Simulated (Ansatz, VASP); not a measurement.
## MgO in VASP and in Ansatz

```xyz
2
Lattice="0.0104 2.0848 2.0848 2.0848 0.0104 2.0848 2.0848 2.0848 0.0104" Properties=species:S:1:pos:R:3 pbc="T T T"
Mg    0.0000    0.0000    0.0000
O     2.0900    2.0900    2.0900
```

Change from the starting cell: equal xy, yz and zx engineering shears of +0.5 %.

Alike in both runs: functional LDA; k mesh 10 × 10 × 10; no spin polarisation.

Ansatz relaxed the structure, and its values are those at the end. VASP's run is a single point on that final structure, the one shown.

|  | VASP | Ansatz |
| --- | --- | --- |
| version | VASP 6.6.1 | Ansatz 0.2.0 |
| potentials or method | VASP PAW LDA potentials, release 64 (Mg, O), cutoff 520 eV | all-electron LAPW, scalar-relativistic |
| occupations | gaussian, width 0.01 eV | fixed |

VASP gave:

* gap on the k mesh at the Fermi level (eV): 5.01
* pressure (GPa): -1.7

Problem. What did Ansatz give for the same quantities?

Solution. gap on the k mesh at the Fermi level (eV): 5.01; pressure (GPa): 0.3.

LDA's correlation is that of Perdew and Zunger in VASP and of Perdew and Wang (1992) in Ansatz. Ansatz ran all-electron here, and VASP with PAW potentials.
